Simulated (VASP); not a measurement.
Here is a VASP 6.6.1 calculation.

POSCAR

```
Mg
1.0
    3.0502998005      0.0000000000      0.0000000000
   -1.5251499003      2.6416371164      0.0000000000
    0.0000000000      0.0000000000      3.0448375700
Mg
1
Direct
    0.0000000000      0.0000000000      0.0000000000
```

INCAR.step1

```
PREC = Accurate
ENCUT = 520
ISMEAR = 0
SIGMA = 0.15
LREAL = False
LASPH = True
NELM = 60
NBANDS = 7
GGA = PE
ALGO = Normal
EDIFF = 1E-4
LWAVE = True
LCHARG = False
```

INCAR.step2

```
PREC = Accurate
ENCUT = 520
EDIFF = 1E-6
ISMEAR = 0
SIGMA = 0.15
LREAL = False
LASPH = True
NELM = 60
ALGO = Normal
ISIF = 2
LWAVE = False
LCHARG = False
METAGGA = R2SCAN
LMIXTAU = True
NBANDS = 7
ISTART = 1
```

KPOINTS

```
regular mesh
0
Gamma
  18 18 16
```

Potentials or basis: VASP PAW PBE potentials, release 64 (Mg).

Launch:

```sh
$ cat potpaw_PBE.64/Mg/POTCAR > POTCAR
$ cp INCAR.step1 INCAR
$ mpirun -np 1 vasp_std > vasp.out
$ cp INCAR.step2 INCAR
$ mpirun -np 1 vasp_std > vasp.out
```

(1) Estimate the pressure.

(2) Predict the band gap on the k mesh.

## Answers

(1) 0.4 GPa.

(2) zero (band 1 reaches 5.55 eV, above the bottom of band 2 at -0.39 eV).

Caveat: the PAW data sets were made with another functional, which shifts forces and pressure a little.
